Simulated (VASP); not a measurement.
Wanted: the native input for a VASP 6.6.1 run.

| Property | Result |
| --- | --- |
| Task | single point |
| Functional | PBE |
| Potentials or basis | VASP PAW PBE potentials, release 64 (Zn, O) |
| Cutoff | 520 eV |
| k mesh | 12 × 12 × 4 |
| Occupations | fermi-dirac, width 0.02 eV |
| Spin | no spin polarisation |
| Dipole correction | no |
| Further INCAR settings | ALGO = Normal; EDIFF = 1e-06; NBANDS = 46 |

The structure of ZnO lies in POSCAR:

```
ZnO
1.0
    3.2717925181      0.0000000000      0.0000000000
   -1.6358962591      2.8334554366      0.0000000000
    0.0000000000      0.0000000000     10.6302828124
Zn O
4 4
Direct
    0.0000000000      0.0000000000     -0.0005573112
    0.3333333333      0.6666666667      0.2496497199
    0.0000000000      0.0000000000      0.4994426888
    0.6666666667      0.3333333333      0.7496497199
    0.0000000000      0.0000000000      0.1880731350
    0.3333333333      0.6666666667      0.4378344563
    0.0000000000      0.0000000000      0.6880731350
    0.6666666667      0.3333333333      0.9378344563
```

One way to write it, as run:

INCAR

```
SYSTEM = ZnO
ALGO = Normal
EDIFF = 1E-6
ENCUT = 520
GGA = PE
ISIF = 2
ISMEAR = -1
LASPH = .True.
LCHARG = .False.
LREAL = .False.
LWAVE = .False.
NBANDS = 46
NELM = 60
PREC = Accurate
SIGMA = 0.02
```

KPOINTS

```
k-points
0
Gamma
  12 12 4
  0 0 0
```

Potentials or basis: VASP PAW PBE potentials, release 64 (Zn, O).

The run is started by

```sh
$ cat potpaw_PBE.64/Zn/POTCAR potpaw_PBE.64/O/POTCAR > POTCAR
$ mpirun -np 1 vasp_std > vasp.out
```

It gave:

```json
{"Pressure": "0.9 GPa", "Band gap on the k mesh": "0.67 eV"}
```

Caveat: semilocal functionals underestimate gaps, and a narrow one can read as zero.

Wall time 5.9 min on 1 thread of Intel Xeon 8259CL, on a shared host, peak memory 0.33 GiB.
